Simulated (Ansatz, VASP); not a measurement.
# NaF: VASP beside Ansatz

```xyz
4
Lattice="3.4889 0.0000 0.0000 -1.7444 3.0215 0.0000 0.0000 0.0000 5.6973" Properties=species:S:1:pos:R:3 pbc="T T T"
Na    0.0000    2.0143    5.3413
Na    1.7444    1.0072    2.4926
F     1.7444    1.0072    0.3561
F     0.0000    2.0143    3.2048
```

Alike in both runs: task single point; functional PBE; k mesh 6 × 6 × 4; occupations gaussian, width 0.1 eV; no spin polarisation.

|  | VASP | Ansatz |
| --- | --- | --- |
| version | VASP 6.6.1 | Ansatz 0.2.0 |
| potentials or method | VASP PAW PBE potentials, release 64 (Na_pv, F), cutoff 520 eV | scalar-relativistic, plane waves, PAW |
| valence electrons in the cell | 28 | 32 |

VASP gave:

| Quantity | Value |
| --- | --- |
| gap on the k mesh at the Fermi level (eV) | 5.90 |
| least direct gap on the mesh (eV) | 5.90 |
| pressure (GPa) | 5.7 |
| traceless stress, the component that is largest in VASP (GPa) | -0.67 |
| rms of the force components (eV/Å) | 0.025 |

Problem. Estimate Ansatz's values.

Solution. gap on the k mesh at the Fermi level (eV): 5.92; least direct gap on the mesh (eV): 5.92; pressure (GPa): 5.6; traceless stress, the component that is largest in VASP (GPa): -0.67; rms of the force components (eV/Å): 0.025.

Atom by atom the forces differ by 0.000 eV/Å (rms over components). With one functional, cell and mesh, what is left measures potentials, basis and numerics. VASP's potentials hold 28 valence electrons a cell and Ansatz's 32, so a difference there can come from the potentials and not from the codes.
